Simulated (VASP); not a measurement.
## Al2P3: single point with PBE

Crystal: Al2P3.

```xyz
5
Lattice="3.3561 0.0000 0.0000 0.0000 3.3561 0.0000 0.0000 0.0000 7.3897" Properties=species:S:1:pos:R:3 pbc="T T T"
Al    0.0000    0.0000    5.2547
Al    0.0000    0.0000    2.1350
P     1.6780    1.6780    6.2039
P     1.6780    1.6780    1.1857
P     1.6780    1.6780    3.6948
```

* Program: VASP 6.6.1
* Task: single point
* Functional: PBE
* Potentials or basis: VASP PAW PBE potentials, release 64 (Al, P)
* Cutoff: 520 eV
* k mesh: 12 × 12 × 6
* Occupations: gaussian, width 0.1 eV
* Spin: no spin polarisation

The pressure is -0.1 GPa.

Stress tensor (GPa, compression positive):
```
-0.07  0.00  0.00
 0.00 -0.07  0.00
 0.00  0.00 -0.20
```

Levels at points of the mesh, in eV from the Fermi level:
```
           k point  band 7  band 8  band 9  band 10  band 11  band 12  band 13  band 14
(0.00, 0.00, 0.00)   -2.45   -0.73   -0.68    -0.68     0.21     0.21     1.68     2.19
(0.50, 0.00, 0.00)   -2.96   -2.59   -1.22     0.57     1.23     1.69     2.91     3.33
(0.50, 0.50, 0.00)   -4.70   -4.09   -3.37    -3.37    -1.93    -1.86    -1.47    -0.35
(0.00, 0.00, 0.50)   -1.70   -1.70   -0.56    -0.08     1.28     1.28     1.79     1.80
(0.50, 0.00, 0.50)   -3.92   -0.78   -0.67    -0.55     1.72     2.29     2.90     3.21
(0.50, 0.50, 0.50)   -5.64   -5.34   -3.90    -2.61    -2.16    -2.16     0.94     1.46
```

It took 2.3 min on 1 thread of Intel(R) Xeon(R) 6975P-C (Granite Rapids), on a shared host, peak memory 0.27 GiB.
